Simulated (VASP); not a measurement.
Write the native input for VASP 6.6.1 that does the following.

* Task: single point
* Functional: PBE
* Potentials or basis: VASP PAW PBE potentials, release 64 (Sr_sv, Ti_sv, O, Ba_sv)
* Cutoff: 520 eV
* k mesh: 2 × 2 × 4
* Occupations: fermi-dirac, width 0.05 eV
* Spin: no spin polarisation
* Dipole correction: no
* Further INCAR settings: ALGO = Normal; EDIFF = 1e-06; NBANDS = 96

The structure of Ba3SrTi4O12 (a cell with a defect) lies in POSCAR:

```
Ba3SrTi4O12
1.0
    8.0120000000      0.0000000000      0.0000000000
    0.0000000000      8.0120000000      0.0000000000
    0.0000000000      0.0000000000      4.0060000000
Sr Ti O Ba
1 4 12 3
Direct
    0.2500000000      0.2500000000      0.5000000000
    0.0023396622      0.0023396622      0.0000000000
    0.0023396622      0.4976603378      0.0000000000
    0.4976603378      0.0023396622      0.0000000000
    0.4976603378      0.4976603378      0.0000000000
    0.2500000000      0.0052195496      0.0000000000
    0.0052195496      0.2500000000      0.0000000000
    0.0038601066      0.0038601066      0.5000000000
    0.2500000000      0.4947804504      0.0000000000
    0.0018960748      0.7500000000      0.0000000000
    0.0038601066      0.4961398934      0.5000000000
    0.7500000000      0.0018960748      0.0000000000
    0.4947804504      0.2500000000      0.0000000000
    0.4961398934      0.0038601066      0.5000000000
    0.7500000000      0.4981039252      0.0000000000
    0.4981039252      0.7500000000      0.0000000000
    0.4961398934      0.4961398934      0.5000000000
    0.2500000000      0.7500000000      0.5000000000
    0.7500000000      0.2500000000      0.5000000000
    0.7500000000      0.7500000000      0.5000000000
```

The input as run:

INCAR

```
SYSTEM = Ba3SrTi4O12
ALGO = Normal
EDIFF = 1E-6
ENCUT = 520
GGA = PE
GGA_COMPAT = .FALSE.
ISIF = 2
ISMEAR = -1
LASPH = .TRUE.
LCHARG = .TRUE.
LELF = .TRUE.
LREAL = .FALSE.
LVHAR = .TRUE.
LWAVE = .FALSE.
NBANDS = 96
NELM = 120
PREC = Accurate
SIGMA = 0.05
```

KPOINTS

```
k-points
0
G
  2 2 4
  0 0 0
```

Potentials or basis: VASP PAW PBE potentials, release 64 (Sr_sv, Ti_sv, O, Ba_sv).

Run with:

```console
$ cat potpaw_PBE.64/Sr_sv/POTCAR potpaw_PBE.64/Ti_sv/POTCAR potpaw_PBE.64/O/POTCAR potpaw_PBE.64/Ba_sv/POTCAR > POTCAR
$ mpirun -np 1 vasp_std > vasp.out
```

Results of the run:

```yaml
Pressure: 0.6 GPa
Largest_force: 0.038 eV/Å
Band_gap_on_the_k_mesh: 1.71 eV
```

Caveat: spin-orbit coupling is left out, which moves the levels of the heavy elements.

Wall time 3.7 min on 1 thread of AMD EPYC 9R45 (Zen 5), with other jobs on the host, peak memory 0.39 GiB.
